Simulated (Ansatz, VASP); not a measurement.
**Two plane-wave programs on TePb**

```
Pb Te
1.0
     4.54395    0.00000    0.00000
    -2.27198    3.93518    0.00000
     0.00000    0.00000    7.92576
Pb Te
2 2
Cartesian
  0.0000 0.0000 0.0000
  0.0000 0.0000 3.9629
  0.0000 2.6235 1.9814
  2.2720 1.3117 5.9443
```

Alike in both runs: task single point; functional PBEsol; k mesh 6 × 6 × 2; occupations fermi-dirac, width 0.02 eV; collinear spin.

```csv
,VASP,Ansatz
version,VASP 6.6.1,Ansatz 0.2.0
potentials or method,"VASP PAW PBE potentials, release 64 (Pb_d, Te)",plane waves
plane-wave cutoff (eV),520,420
valence electrons in the cell,40,60
```

|  | VASP | Ansatz | Ansatz less VASP |
| --- | --- | --- | --- |
| gap on the k mesh at the Fermi level (eV) | none | none | - |
| pressure (GPa) | -1.6 | -1.6 | +0.02 |
| traceless stress, the component that is largest in VASP (GPa) | -0.52 | -0.52 | 0.000 |
| net moment per atom (μB) | 0.00 | 0.00 | 0.000 |

VASP's potentials were made for PBE, not for PBEsol. A gap of «none» marks a metal or a gap that the smearing closes. VASP's potentials hold 40 valence electrons a cell and Ansatz's 60, so a difference there can come from the potentials and not from the codes. Ansatz's warnings: moment headroom below auto, seeded moment not kept.

The k mesh is coarse, so the values compare programs but aren't converged. Spin-orbit coupling is off throughout.
